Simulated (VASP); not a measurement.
# SiW6 in VASP: a series of runs

Runs on SiW6. Level: PBE+D3(BJ). Tasks: single point.

All numbers are computed with VASP 6.6.1; they aren't measurements. Logs are shortened: lines on timing, memory, paths and dates and some standing lists are left out, and cuts for length are marked.

### Step 1. The cell of the first run

The cell holds a slab with vacuum, 7 atoms: a = 4.468 Å, b = 4.468 Å, c = 21.726 Å, α = 90.00°, β = 90.00°, γ = 120.00°.

### Step 2. Single point, PBE+D3(BJ)

INCAR reads:

```
SYSTEM = SiW6
PREC     = Accurate       ! precision mode
ENCUT    = 520            ! plane-wave cutoff, eV
EDIFF    = 1E-6           ! SCF threshold, eV
ISMEAR   = 0              ! smearing method
SIGMA    = 0.1            ! smearing width, eV
LREAL    = .FALSE.        ! projectors in reciprocal space
LASPH    = .TRUE.         ! aspherical terms in the spheres
NELM     = 60             ! most SCF steps
ALGO     = Normal         ! electronic algorithm
ISIF     = 2              ! what is computed and relaxed
LWAVE    = .FALSE.        ! write WAVECAR
LCHARG   = .FALSE.        ! write CHGCAR
LDIPOL   = .TRUE.       
IDIPOL   = 3            
DIPOL    = 0.5 0.5 0.316
GGA      = PE             ! functional
IVDW     = 12             ! dispersion correction
NBANDS   = 53             ! bands
```

KPOINTS reads:

```
Automatic mesh
0
G
  6 6 1
  0 0 0
```

POSCAR reads:

```
SiW6
1.0
    4.4682526324      0.0000000000      0.0000000000
   -2.2341263162      3.8696202902      0.0000000000
    0.0000000000      0.0000000000     21.7259061349
W Si
6 1
Direct
    0.6666666667      0.3333333333      0.1841119986
    0.3333333333      0.6666666667      0.2260931360
    0.0000000000      0.0000000000      0.2680742733
    0.6666666667      0.3333333333      0.3070897866
    0.3333333333      0.6666666667      0.3466976876
    0.0000000000      0.0000000000      0.3832248047
    0.0000000000      0.0000000000      0.4982948038
```

Potentials or basis: VASP PAW PBE potentials, release 64 (W_sv, Si).

On the command line:

```console
> cat potpaw_PBE.64/W_sv/POTCAR potpaw_PBE.64/Si/POTCAR > POTCAR
> mpirun -np 1 vasp_std > vasp.out
```

OUTCAR:

```text
SYSTEM = SiW6
   PREC = Accurate
   ENCUT = 520
   EDIFF = 1E-6
   ISMEAR = 0
   LREAL = .FALSE.
   LASPH = .TRUE.
   NELM = 60
   ISIF = 2
   GGA = PE
   IVDW = 12
 IVDW          = 12

 ion  position               nearest neighbor table
   1  0.667  0.333  0.184-   4 2.67   2 2.74   2 2.74   2 2.74   3 3.16   3 3.16   3 3.16
   2  0.333  0.667  0.226-   5 2.62   3 2.74   3 2.74   3 2.74   1 2.74   1 2.74   1 2.74   4 3.12
                             4 3.12   4 3.12
   3  0.000  0.000  0.268-   6 2.50   4 2.72   4 2.72   4 2.72   2 2.74   2 2.74   2 2.74   5 3.09
                             5 3.09   5 3.09   1 3.16   1 3.16   1 3.16
   4  0.667  0.333  0.307-   1 2.67   3 2.72   3 2.72   3 2.72   5 2.72   5 2.72   5 2.72   6 3.06
                             6 3.06   6 3.06   2 3.12   2 3.12   2 3.12
   5  0.333  0.667  0.347-   2 2.62   6 2.70   6 2.70   6 2.70   4 2.72   4 2.72   4 2.72   3 3.09
                             3 3.09   3 3.09
   6  0.000  0.000  0.383-   7 2.50   3 2.50   5 2.70   5 2.70   5 2.70   4 3.06   4 3.06   4 3.06

   7  0.000  0.000  0.498-   6 2.50

  LATTYP: Found a hexagonal cell.
 ALAT       =     4.4682526324
 C/A-ratio  =     4.8622824004

  Lattice vectors:

 A1 = (   4.4682526324,   0.0000000000,   0.0000000000)
 A2 = (  -2.2341263162,   3.8696202902,   0.0000000000)
 A3 = (   0.0000000000,   0.0000000000,  21.7259061349)

Analysis of symmetry for initial positions (statically):
=====================================================================
 Subroutine PRICEL returns:
 Original cell was already a primitive cell.

 Routine SETGRP: Setting up the symmetry group for a
 hexagonal supercell.

 Subroutine GETGRP returns: Found  6 space group operations
 (whereof  6 operations were pure point group operations)
 out of a pool of 24 trial point group operations.

The static configuration has the point symmetry C_3v.

Analysis of symmetry for dynamics (positions and initial velocities):
=====================================================================
 Subroutine PRICEL returns:
 Original cell was already a primitive cell.

 Routine SETGRP: Setting up the symmetry group for a
 hexagonal supercell.

 Subroutine GETGRP returns: Found  6 space group operations
 (whereof  6 operations were pure point group operations)
 out of a pool of 24 trial point group operations.

[... 100 lines left out ...]
   POTIM  = 0.5000    time-step for ionic-motion
   TEBEG  =    0.0;   TEEND  =   0.0 temperature during run
   PSTRESS=    0.0 pullay stress
   NELECT =      88.0000    total number of electrons
   NUPDOWN=      -1.0000    fix difference up-down
   EMIN   =  10.00;   EMAX   =-10.00  energy-range for DOS
   EFERMI =   0.00;   METHOD = LEGACY
   ISMEAR =     0;   SIGMA  =   0.10  broadening in eV -4-tet -1-fermi 0-gaus
   EFERMI_NEDOS =   21; number of points for ismear=-14 and -15
   IALGO  =     38    algorithm
   IMIX   =      4    mixing-type and parameters
     AMIX     =   0.40;   BMIX     =  1.00
     AMIX_MAG =   1.60;   BMIX_MAG =  1.00
  volume/ion in A,a.u.               =      53.66       362.14
  Fermi-wavevector in a.u.,A,eV,Ry     =   1.009193  1.907099 13.857143  1.018471
  Thomas-Fermi vector in A             =   2.142107
   LORBIT       =      0    0 simple, 1 ext, 2 COOP (PROOUT), +10 PAW based schemes
   GGA     = PE    functional components
   LHFCALC =     F    Hartree Fock is set to
   AEXX    =    0.0000 exact exchange contribution
   IVDW    =    12    specifies the selected vdW correction
   LEPSILON=     F    determine dielectric tensor
   LRPA    =     F    only Hartree local field effects (RPA)
 non-spin polarized calculation
 Gauss-broadening in eV      SIGMA  =   0.10
  energy-cutoff  :      520.00
  volume of cell :      375.65
 maximum number of plane-waves:     10145
 NGX is ok and might be reduce to    36
   NGX = 17   NGY = 17   NGZ = 81

 dipolmoment           0.000000      0.000000     -0.839507 electrons x Angstroem

 number of electron      88.0000002 magnetization

 dipolmoment           0.000000      0.000000      0.089498 electrons x Angstroem

 Free energy of the ion-electron system (eV)
  ---------------------------------------------------
  ext. energy  EPLUGINS =         0.00000000
  ---------------------------------------------------
  free energy    TOTEN  =       -73.17080799 eV

  energy without entropy =      -73.13054960  energy(sigma->0) =      -73.15067879

 E-fermi :   0.2005     XC(G=0):  -5.2581

 val. band max:        0.1710701524   @ k =   0.5000  -0.0000   0.0000
 cond. band min:       0.2618310563   @ k =   0.3333   0.1667   0.0000
 fundamental gap:      0.0907609039
 Fermi energy:         0.2004692729

 k-point     1 :       0.0000    0.0000    0.0000
  band No.  band energies     occupation
      1     -73.8503      2.00000
      2     -73.7349      2.00000
      3     -73.6984      2.00000
      4     -73.5396      2.00000
      5     -73.4143      2.00000
      6     -73.2593      2.00000
[... 381 lines left out ...]
     52       1.6771      0.00000
     53       2.4197      0.00000

------------------------ aborting loop because EDIFF is reached ----------------------------------------

 vacuum level on the upper side and lower side of the slab       (xc-potential included)         0.305        -0.612

 Edisp (eV)   -2.85348

 E8    (eV) :    -1.4981

  FORCE on cell =-STRESS in cart. coord.  units (eV):
  Direction    XX          YY          ZZ          XY          YZ          ZX
  --------------------------------------------------------------------------------------
  -------------------------------------------------------------------------------------
  Total      -7.60666    -7.60666    -2.45244     0.00000    -0.00000     0.00000
  in kB     -32.44295   -32.44295   -10.45984     0.00000    -0.00000     0.00000
  external pressure =      -25.12 kB  Pullay stress =        0.00 kB

 VOLUME and BASIS-vectors are now :
 -----------------------------------------------------------------------------
  energy-cutoff  :      520.00
  volume of cell :      375.65
      direct lattice vectors                 reciprocal lattice vectors
     4.468252632  0.000000000  0.000000000     0.223801133  0.129211644  0.000000000
    -2.234126316  3.869620290  0.000000000     0.000000000  0.258423288  0.000000000
     0.000000000  0.000000000 21.725906135     0.000000000  0.000000000  0.046028000

 POSITION                                       TOTAL-FORCE (eV/Angst)
 -----------------------------------------------------------------------------------
      2.23413      1.28987      4.00000         0.000000      0.000000      2.162754
     -0.00000      2.57975      4.91208         0.000000     -0.000000     -0.634613
      0.00000      0.00000      5.82416         0.000000      0.000000     -2.762807
      2.23413      1.28987      6.67180        -0.000000      0.000000     -0.144377
     -0.00000      2.57975      7.53232        -0.000000      0.000000      0.833318
      0.00000      0.00000      8.32591        -0.000000      0.000000      1.208334
      0.00000      0.00000     10.82591        -0.000000      0.000000     -0.662609
 -----------------------------------------------------------------------------------
    total drift:                               -0.000000     -0.000000     -0.000083

  FREE ENERGIE OF THE ION-ELECTRON SYSTEM (eV)
  ---------------------------------------------------
  free  energy   TOTEN  =       -76.0242893781 eV

  energy  without entropy=      -75.9840309823  energy(sigma->0) =      -76.00416018

 vacuum level on the upper side and lower side of the slab         4.910         3.975
```

OSZICAR:

```text
N       E                     dE             d eps       ncg     rms          rms(c)
DAV:   1     0.998881598959E+03    0.99888E+03   -0.53685E+04   926   0.151E+03
DAV:   2    -0.300298819056E+02   -0.10289E+04   -0.10128E+04   857   0.454E+02
DAV:   3    -0.758669501395E+02   -0.45837E+02   -0.44394E+02   892   0.946E+01
[... 22 lines left out ...]
DAV:  26    -0.731707950117E+02   -0.14174E-04   -0.34554E-06   676   0.833E-03    0.283E-03
DAV:  27    -0.731708044024E+02   -0.93907E-05   -0.21466E-06   580   0.380E-03    0.120E-03
DAV:  28    -0.731708063712E+02   -0.19688E-05   -0.30709E-07   532   0.191E-03    0.573E-04
DAV:  29    -0.731708076011E+02   -0.12299E-05   -0.16127E-07   508   0.147E-03    0.257E-04
DAV:  30    -0.731708079923E+02   -0.39125E-06   -0.64330E-08   484   0.874E-04
   1 F= -.76024289E+02 E0= -.76004160E+02  d E =-.402584E-01
```

stdout:

```text
POSCAR found type information on POSCAR W Si
 POSCAR found :  2 types and       7 ions
 scaLAPACK will be used
 LDA part: xc-table for (Slater+PW92), standard interpolation
 POSCAR, INCAR and KPOINTS ok, starting setup
 FFT: planning ... GRIDC
 FFT: planning ... GRID_SOFT
 FFT: planning ... GRID
 WAVECAR not read
 entering main loop
```

Wall time 4.7 min (1 thread of Intel Xeon 6975P-C (Granite Rapids), shared host); peak memory 0.51 GiB.

Results:

| Quantity | Value |
| --- | --- |
| Free energy | -76.0243 eV |
| Largest force | 2.763 eV/Å |
| Band gap on the k mesh | zero (band 44 reaches 0.17 eV, above the bottom of band 45 at 0.04 eV) |
| Dispersion energy per atom | -0.408 eV |

Forces in eV/Å, atoms in the order of the input:
```
W    0.000  0.000  2.163
W    0.000  0.000 -0.635
W    0.000  0.000 -2.763
W    0.000  0.000 -0.144
W    0.000  0.000  0.833
W    0.000  0.000  1.208
Si   0.000  0.000 -0.663
```

Levels at points of the mesh, in eV from the Fermi level:
| k point | band 40 | band 41 | band 42 | band 43 | band 44 | band 45 | band 46 | band 47 | band 48 | band 49 |
| --- | --- | --- | --- | --- | --- | --- | --- | --- | --- | --- |
| (0.00, 0.00, 0.00) | -1.18 | -1.18 | -1.02 | -1.02 | -0.32 | 0.64 | 0.64 | 1.00 | 1.62 | 1.62 |
| (0.50, 0.00, 0.00) | -1.31 | -1.05 | -0.74 | -0.17 | -0.03 | 0.32 | 0.47 | 0.66 | 0.81 | 1.57 |

Caveat: spin-orbit coupling is left out, which moves the levels of the heavy elements.

[end of part 1 of 2]
